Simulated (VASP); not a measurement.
A run of VASP 6.6.1 is set up as follows.

File INCAR:

```
  PREC = Accurate
  ENCUT = 520
  EDIFF = 1E-6
  ISMEAR = 0
  SIGMA = 0.1
  LREAL = False
  LASPH = True
  NELM = 80
  ALGO = Normal
  ISIF = 2
  LWAVE = False
  LCHARG = False
  GGA = PE
  NBANDS = 46
```

File KPOINTS:

```
Automatic mesh
0
Gamma
  12 12 8
```

POSCAR

```
Ge5P
1.0
    5.1340827400      0.0000000000      0.0000000000
   -2.5670413700      4.4462460780      0.0000000000
    0.0000000000      0.0000000000      4.8882835981
Ge P
5 1
Direct
    0.6763933184      0.0000000000      0.0000000000
    0.0000000000      0.6763933184      0.0000000000
    0.3236066816      0.3236066816      0.0000000000
    0.3333333333      0.6666666667      0.5000000000
    0.6666666667      0.3333333333      0.5000000000
    0.0000000000      0.0000000000      0.5000000000
```

Potentials or basis: VASP PAW PBE potentials, release 64 (Ge_d, P).

The run is started by

```console
$ cat potpaw_PBE.64/Ge_d/POTCAR potpaw_PBE.64/P/POTCAR > POTCAR
$ mpirun -np 1 vasp_std > vasp.out
```

(1) What does it give for the pressure?

Answers

(1) 0.1 GPa.
